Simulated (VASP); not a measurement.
# ScSnRh3 (Pm-3m) in VASP: a series of runs

The runs below take ScSnRh3 through single point, with PBE.

Program: VASP 6.6.1. These are calculated values, not measurements. Logs are shortened: lines on timing, memory, paths and dates and some standing lists are left out, and cuts for length are marked.

## (1) The cell of the first run

It takes space group Pm-3m (No. 221, cubic). The conventional cell has a = 4.787 Å, b = 4.787 Å, c = 4.787 Å, α = 90.00°, β = 90.00°, γ = 90.00°. Sc (site symmetry m-3m) has 12 Rh at 3.38 Å and 8 Sn at 4.15 Å within 4.4 Å. Sn (site symmetry m-3m) has 6 Rh at 2.39 Å within 3.2 Å. Within 3.2 Å of Rh (site symmetry 4/mmm) lie 2 Sn at 2.39 Å.

## (2) Single point, PBE

Input file INCAR:

```
ALGO = Normal ; EDIFF = 1E-6
ENCUT = 520 ; GGA = PE
ISIF = 2 ; ISMEAR = -1
LASPH = T ; LCHARG = F
LREAL = F ; LWAVE = F
NBANDS = 43 ; NELM = 80
PREC = Accurate ; SIGMA = 0.05
```

Input file KPOINTS:

```
k-points
0
Gamma
  5 5 5
```

Input file POSCAR:

```
ScSnRh3
1.0
    4.7865374433      0.0000000000      0.0000000000
    0.0000000000      4.7865374433      0.0000000000
    0.0000000000      0.0000000000      4.7865374433
Sc Sn Rh
1 1 3
Direct
    0.0000000000      0.0000000000      0.0000000000
    0.5000000000      0.5000000000      0.5000000000
    0.5000000000      0.5000000000      0.0000000000
    0.0000000000      0.5000000000      0.5000000000
    0.5000000000      0.0000000000      0.5000000000
```

Potentials or basis: VASP PAW PBE potentials, release 64 (Sc_sv, Sn_d, Rh_pv).

Started as:

```console
$ cat potpaw_PBE.64/Sc_sv/POTCAR potpaw_PBE.64/Sn_d/POTCAR potpaw_PBE.64/Rh_pv/POTCAR > POTCAR
$ mpirun -np 1 vasp_std > vasp.out
```

OUTCAR:

```text
EDIFF = 1E-6
   ENCUT = 520
   GGA = PE
   ISIF = 2
   ISMEAR = -1
   LASPH = T
   LREAL = F
   NELM = 80
   PREC = Accurate

 ion  position               nearest neighbor table
   1  0.000  0.000  0.000-   3 3.38   4 3.38   5 3.38   4 3.38   5 3.38   3 3.38   4 3.38   4 3.38
                             3 3.38   5 3.38   5 3.38   3 3.38
   2  0.500  0.500  0.500-   3 2.39   4 2.39   5 2.39   3 2.39   5 2.39   4 2.39
   3  0.500  0.500  0.000-   2 2.39   2 2.39   1 3.38   1 3.38   1 3.38   1 3.38
   4  0.000  0.500  0.500-   2 2.39   2 2.39   1 3.38   1 3.38   1 3.38   1 3.38
   5  0.500  0.000  0.500-   2 2.39   2 2.39   1 3.38   1 3.38   1 3.38   1 3.38

  LATTYP: Found a simple cubic cell.
 ALAT       =     4.7865374433

  Lattice vectors:

 A1 = (   4.7865374433,   0.0000000000,   0.0000000000)
 A2 = (   0.0000000000,   4.7865374433,   0.0000000000)
 A3 = (   0.0000000000,   0.0000000000,   4.7865374433)

Analysis of symmetry for initial positions (statically):
=====================================================================
 Subroutine PRICEL returns:
 Original cell was already a primitive cell.

 Routine SETGRP: Setting up the symmetry group for a
 simple cubic supercell.

 Subroutine GETGRP returns: Found 48 space group operations
 (whereof 48 operations were pure point group operations)
 out of a pool of 48 trial point group operations.

The static configuration has the point symmetry O_h .

Analysis of symmetry for dynamics (positions and initial velocities):
=====================================================================
 Subroutine PRICEL returns:
 Original cell was already a primitive cell.

 Routine SETGRP: Setting up the symmetry group for a
 simple cubic supercell.

 Subroutine GETGRP returns: Found 48 space group operations
 (whereof 48 operations were pure point group operations)
 out of a pool of 48 trial point group operations.

The dynamic configuration has the point symmetry O_h .

 Subroutine INISYM returns: Found 48 space group operations
 (whereof 48 operations are pure point group operations),
 and found     1 'primitive' translations

----------------------------------------------------------------------------------------

                                     Primitive cell

  volume of cell :     109.6641

[... 78 lines left out ...]
   NELM   =     80;   NELMIN=  2; NELMDL= -5     # of ELM steps
   EDIFF  = 0.1E-05   stopping-criterion for ELM
   LREAL  =      F    real-space projection
   EDIFFG = 0.1E-04   stopping-criterion for IOM
   NSW    =      0    number of steps for IOM
   IBRION =     -1    ionic relax: 0-MD 1-quasi-New 2-CG
   NFREE  =      0    steps in history (QN), initial steepest desc. (CG)
   ISIF   =      2    stress and relaxation
   ISYM   =      2    0-nonsym 1-usesym 2-fastsym
   POTIM  = 0.5000    time-step for ionic-motion
   TEBEG  =    0.0;   TEEND  =   0.0 temperature during run
   PSTRESS=    0.0 pullay stress
   NELECT =      70.0000    total number of electrons
   NUPDOWN=      -1.0000    fix difference up-down
   EMIN   =  10.00;   EMAX   =-10.00  energy-range for DOS
   EFERMI =   0.00;   METHOD = LEGACY
   ISMEAR =    -1;   SIGMA  =   0.05  broadening in eV -4-tet -1-fermi 0-gaus
   EFERMI_NEDOS =   21; number of points for ismear=-14 and -15
   IALGO  =     38    algorithm
   IMIX   =      4    mixing-type and parameters
     AMIX     =   0.40;   BMIX     =  1.00
     AMIX_MAG =   1.60;   BMIX_MAG =  1.00
  volume/ion in A,a.u.               =      21.93       148.01
  Fermi-wavevector in a.u.,A,eV,Ry     =   1.409568  2.663697 27.033172  1.986882
  Thomas-Fermi vector in A             =   2.531611
   LORBIT       =      0    0 simple, 1 ext, 2 COOP (PROOUT), +10 PAW based schemes
   GGA     = PE    functional components
   LHFCALC =     F    Hartree Fock is set to
   AEXX    =    0.0000 exact exchange contribution
   IVDW    =     0    specifies the selected vdW correction
   LEPSILON=     F    determine dielectric tensor
   LRPA    =     F    only Hartree local field effects (RPA)
 non-spin polarized calculation
  energy-cutoff  :      520.00
  volume of cell :      109.66
 maximum number of plane-waves:      2968
 NGX is ok and might be reduce to    36
   NGX = 17   NGY = 17   NGZ = 17

 number of electron      69.9999989 magnetization

 Free energy of the ion-electron system (eV)
  ---------------------------------------------------
  ext. energy  EPLUGINS =         0.00000000
  ---------------------------------------------------
  free energy    TOTEN  =       -29.47548313 eV

  energy without entropy =      -29.47031386  energy(sigma->0) =      -29.47289849

 E-fermi :   6.1576     XC(G=0): -10.8692

 val. band max:        6.0515500411   @ k =   0.2000   0.0000   0.0000
 cond. band min:       6.1879047721   @ k =   0.0000   0.0000   0.0000
 fundamental gap:      0.1363547310
 Fermi energy:         6.1576444652

 k-point     1 :       0.0000    0.0000    0.0000
  band No.  band energies     occupation
      1     -44.8967      2.00000
      2     -39.7029      2.00000
      3     -39.7029      2.00000
      4     -39.7029      2.00000
      5     -39.1474      2.00000
      6     -39.1474      2.00000
[... 449 lines left out ...]
     42       7.9815      0.00000
     43       9.3980      0.00000

------------------------ aborting loop because EDIFF is reached ----------------------------------------

  FORCE on cell =-STRESS in cart. coord.  units (eV):
  Direction    XX          YY          ZZ          XY          YZ          ZX
  --------------------------------------------------------------------------------------
  -------------------------------------------------------------------------------------
  Total        0.2109085      0.2109085      0.2109085      0.0000000      0.0000000      0.0000000
  in kB        3.0813452      3.0813452      3.0813452      0.0000000      0.0000000      0.0000000
  external PRESSURE =       3.0813452 kB  Pullay stress =       0.0000000 kB

 VOLUME and BASIS-vectors are now :
 -----------------------------------------------------------------------------
  energy-cutoff  :      520.00
  volume of cell :      109.66
      direct lattice vectors                 reciprocal lattice vectors
     4.786537443  0.000000000  0.000000000     0.208919289  0.000000000  0.000000000
     0.000000000  4.786537443  0.000000000     0.000000000  0.208919289  0.000000000
     0.000000000  0.000000000  4.786537443     0.000000000  0.000000000  0.208919289

 POSITION                                       TOTAL-FORCE (eV/Angst)
 -----------------------------------------------------------------------------------
      0.00000      0.00000      0.00000         0.000000      0.000000      0.000000
      2.39327      2.39327      2.39327         0.000000      0.000000      0.000000
      2.39327      2.39327      0.00000         0.000000      0.000000      0.000000
      0.00000      2.39327      2.39327         0.000000      0.000000      0.000000
      2.39327      0.00000      2.39327         0.000000      0.000000      0.000000
 -----------------------------------------------------------------------------------
    total drift:                                0.000000      0.000000      0.000000

  FREE ENERGIE OF THE ION-ELECTRON SYSTEM (eV)
  ---------------------------------------------------
  free  energy   TOTEN  =       -29.4754831303 eV

  energy  without entropy=      -29.4703138567  energy(sigma->0) =      -29.47289849
```

OSZICAR:

```text
N       E                     dE             d eps       ncg     rms          rms(c)
DAV:   1     0.100479585774E+04    0.10048E+04   -0.37570E+04   938   0.207E+03
DAV:   2     0.777142889005E+02   -0.92708E+03   -0.90951E+03   860   0.659E+02
DAV:   3    -0.265130889886E+02   -0.10423E+03   -0.98388E+02  1098   0.192E+02
DAV:   4    -0.330311083829E+02   -0.65180E+01   -0.63932E+01  1200   0.557E+01
DAV:   5    -0.332060776995E+02   -0.17497E+00   -0.17461E+00  1232   0.926E+00    0.113E+01
DAV:   6    -0.298429639464E+02    0.33631E+01   -0.56721E+00  1192   0.130E+01    0.626E+00
DAV:   7    -0.295977823701E+02    0.24518E+00   -0.22321E+00  1032   0.864E+00    0.266E+00
DAV:   8    -0.295415726948E+02    0.56210E-01   -0.63912E-01  1191   0.538E+00    0.216E+00
DAV:   9    -0.297144504136E+02   -0.17288E+00   -0.15865E+00  1194   0.887E+00    0.273E+00
DAV:  10    -0.294749901886E+02    0.23946E+00   -0.41413E-01  1100   0.413E+00    0.102E-01
DAV:  11    -0.294774116498E+02   -0.24215E-02   -0.10614E-02  1159   0.728E-01    0.289E-01
DAV:  12    -0.294756437762E+02    0.17679E-02   -0.24954E-03  1223   0.362E-01    0.921E-02
DAV:  13    -0.294755101172E+02    0.13366E-03   -0.88101E-04  1221   0.189E-01    0.323E-02
DAV:  14    -0.294754857989E+02    0.24318E-04   -0.49571E-05  1167   0.501E-02    0.859E-03
DAV:  15    -0.294754835607E+02    0.22382E-05   -0.11518E-05  1184   0.231E-02    0.429E-03
DAV:  16    -0.294754831303E+02    0.43043E-06   -0.42276E-07   602   0.596E-03
   1 F= -.29475483E+02 E0= -.29472898E+02  d E =-.516927E-02
```

stdout:

```text
POSCAR found type information on POSCAR ScSnRh
 POSCAR found :  3 types and       5 ions
 scaLAPACK will be used
 LDA part: xc-table for (Slater+PW92), standard interpolation
 POSCAR, INCAR and KPOINTS ok, starting setup
 FFT: planning ... GRIDC
 FFT: planning ... GRID_SOFT
 FFT: planning ... GRID
 WAVECAR not read
 entering main loop
```

It took 25 s on 1 thread of AMD EPYC 9R45 (Zen 5), shared host; peak memory 0.19 GiB.

Results:

```
Free energy            : -29.4755 eV
Pressure               : 0.3 GPa
Band gap on the k mesh : zero (bands 35 and 36 overlap by 0.27 eV)
```

Levels at points of the mesh, in eV from the Fermi level:
```csv
k point,band 32,band 33,band 34,band 35,band 36,band 37,band 38,band 39
"(0.00, 0.00, 0.00)",-0.65,-0.65,-0.38,-0.38,-0.38,0.03,1.30,1.30
```

Caveat: spin-orbit coupling is left out, which moves the levels of the heavy elements.

## (3) Single point, PBE

This run uses another cell than the first one, of 21.71 Å³/atom.

Input file INCAR:

```
SYSTEM = ScSnRh3
PREC = Accurate ; ENCUT = 520
EDIFF = 1E-7 ; ISMEAR = -1
SIGMA = 0.05 ; LREAL = .False.
LASPH = .True. ; NELM = 100
ALGO = Normal ; ISIF = 2
LWAVE = .False. ; LCHARG = .False.
GGA = PE ; NBANDS = 43
```

Input file KPOINTS:

```
Automatic mesh
0
Gamma
  5 5 5
  0 0 0
```

Edit POSCAR of step 2 so:

```diff
@@ -2,5 +2,5 @@
 1.0
-    4.7865374433      0.0000000000      0.0000000000
-    0.0000000000      4.7865374433      0.0000000000
-    0.0000000000      0.0000000000      4.7865374433
+    4.7705288373      0.0000000000      0.0000000000
+    0.0000000000      4.7705288373      0.0000000000
+    0.0000000000      0.0000000000      4.7705288373
 Sc Sn Rh
```

Potentials or basis: VASP PAW PBE potentials, release 64 (Sc_sv, Sn_d, Rh_pv).

Started as:

```console
$ cat potpaw_PBE.64/Sc_sv/POTCAR potpaw_PBE.64/Sn_d/POTCAR potpaw_PBE.64/Rh_pv/POTCAR > POTCAR
$ mpirun -np 1 vasp_std > vasp.out
```

It took 28 s on 1 thread of AMD EPYC 9R45 (Zen 5), shared host; peak memory 0.19 GiB.

Results (log left out):

```yaml
Free_energy: -29.4694 eV
Pressure: 1.4 GPa
Band_gap_on_the_k_mesh: zero (bands 35 and 36 overlap by 0.28 eV)
```

Levels at points of the mesh, in eV from the Fermi level:
```csv
k point,band 33,band 34,band 35,band 36,band 37,band 38
"(0.00, 0.00, 0.00)",-0.65,-0.38,-0.38,-0.38,0.03,1.33
```

Caveat: spin-orbit coupling is left out, which moves the levels of the heavy elements.

## (4) Single point, PBE

This run uses another cell than the first one, of 22.15 Å³/atom.

Input file INCAR:

```
SYSTEM = ScSnRh3
PREC     = Accurate       ! precision mode
ENCUT    = 520            ! plane-wave cutoff, eV
EDIFF    = 1E-6           ! SCF threshold, eV
ISMEAR   = -1             ! smearing method
SIGMA    = 0.05           ! smearing width, eV
LREAL    = .FALSE.        ! projectors in reciprocal space
LASPH    = .TRUE.         ! aspherical terms in the spheres
NELM     = 100            ! most SCF steps
ALGO     = Normal         ! electronic algorithm
ISIF     = 2              ! what is computed and relaxed
LWAVE    = .FALSE.        ! write WAVECAR
LCHARG   = .TRUE.         ! write CHGCAR
GGA      = PE             ! functional
LELF     = .TRUE.         ! ELF
LVHAR    = .TRUE.       
NBANDS   = 43             ! bands
```

Input file KPOINTS:

```
Automatic mesh
0
G
  5 5 5
  0 0 0
```

Edit POSCAR of step 3 so:

```diff
@@ -2,5 +2,5 @@
 1.0
-    4.7705288373      0.0000000000      0.0000000000
-    0.0000000000      4.7705288373      0.0000000000
-    0.0000000000      0.0000000000      4.7705288373
+    4.8024396779      0.0000000000      0.0000000000
+    0.0000000000      4.8024396779      0.0000000000
+    0.0000000000      0.0000000000      4.8024396779
 Sc Sn Rh
```

Started as:

```console
$ cat potpaw_PBE.64/Sc_sv/POTCAR potpaw_PBE.64/Sn_d/POTCAR potpaw_PBE.64/Rh_pv/POTCAR > POTCAR
$ mpirun -np 1 vasp_std > vasp.out
```

It took 25 s on 1 thread of AMD EPYC 9R45 (Zen 5), shared host; peak memory 0.19 GiB.

Results (log left out):

| Property | Result |
| --- | --- |
| Free energy | -29.4743 eV |
| Pressure | -0.7 GPa |
| Band gap on the k mesh | zero (bands 35 and 36 overlap by 0.27 eV) |

Levels at points of the mesh, in eV from the Fermi level:
```tsv
k point	band 32	band 33	band 34	band 35	band 36	band 37	band 38	band 39
(0.00, 0.00, 0.00)	-0.64	-0.64	-0.38	-0.38	-0.38	0.03	1.28	1.28
```

Caveat: spin-orbit coupling is left out, which moves the levels of the heavy elements.

## (5) The runs side by side

```tsv
cell	gap on the mesh (eV)	pressure (GPa)
a = 4.787 Å, 5 atoms	none	0.3
a = 4.771 Å, 5 atoms	none	1.4
a = 4.802 Å, 5 atoms	none	-0.7
```

Alike in all rows: task single point; level PBE; potentials or basis VASP PAW PBE potentials, release 64 (Sc_sv, Sn_d, Rh_pv); no spin polarisation; k mesh 5 × 5 × 5; cutoff (eV) 520; smearing fermi-dirac 0.05 eV.

Caveats: spin-orbit coupling is left out, which moves the levels of the heavy elements.

Total energies depend on the potentials used, so only differences within one code and one set of settings carry meaning.
